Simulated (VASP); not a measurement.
## TiC: single point with r2SCAN

Crystal: TiC.

```
Ti C
1.0
     0.00000    2.16400    2.16400
     2.16400    0.00000    2.16400
     2.16400    2.16400    0.00000
Ti C
1 1
Direct
  0.95668 0.95668 0.04332
  0.50000 0.50000 0.50000
```

This cell differs from its parent crystal: all Ti atoms moved +0.188 Å, as atom 1 towards its neighbour atom 2 (C) at 2.164 Å.

| Item | Value |
| --- | --- |
| Program | VASP 6.6.1 |
| Task | single point |
| Functional | r2SCAN |
| Potentials or basis | VASP PAW PBE potentials, release 64 (Ti_sv, C) |
| Cutoff | 520 eV |
| k mesh | 18 × 18 × 18 |
| Occupations | gaussian, width 0.15 eV |
| Spin | no spin polarisation |
| Dipole correction | no |
| Further INCAR settings | ALGO = Normal; EDIFF = 1e-06; NBANDS = 15 |

The pressure is 5.2 GPa, the largest force is 1.811 eV/Å and the band gap on the k mesh is zero (bands 8 and 9 overlap by 1.17 eV).

Forces on the atoms (eV/Å):
```
Ti   0.000  0.000  1.811
C    0.000  0.000 -1.811
```

Stress tensor (GPa, compression positive):
```
 1.43  0.00  0.00
 0.00  1.43  0.00
 0.00  0.00 12.82
```

Levels at points of the mesh, in eV from the Fermi level:
```
           k point  band 6  band 7  band 8  band 9  band 10  band 11
(0.00, 0.00, 0.00)   -0.06   -0.06    0.04    0.82     1.67     2.58
(0.50, 0.00, 0.00)   -6.13   -3.17   -3.12    3.02     3.10     4.34
(0.50, 0.50, 0.00)   -3.60   -1.59   -0.21   -0.21     2.71     3.71
(0.00, 0.50, 0.50)   -3.76   -2.40   -0.45    0.74     3.08     3.71
```

Wall time 6.1 min on 1 thread of Intel(R) Xeon(R) Platinum 8259CL CPU @ 2.50GHz (Skylake/Cascade Lake) (shared host), peak memory 0.27 GiB.

Caveat: the cell differs from its parent crystal (all Ti atoms moved +0.188 Å, as atom 1 towards its neighbour atom 2 (C) at 2.164 Å); the stress differs along the axes, from 1 to 13 GPa; the PAW data sets were made with another functional, which shifts forces and pressure a little.
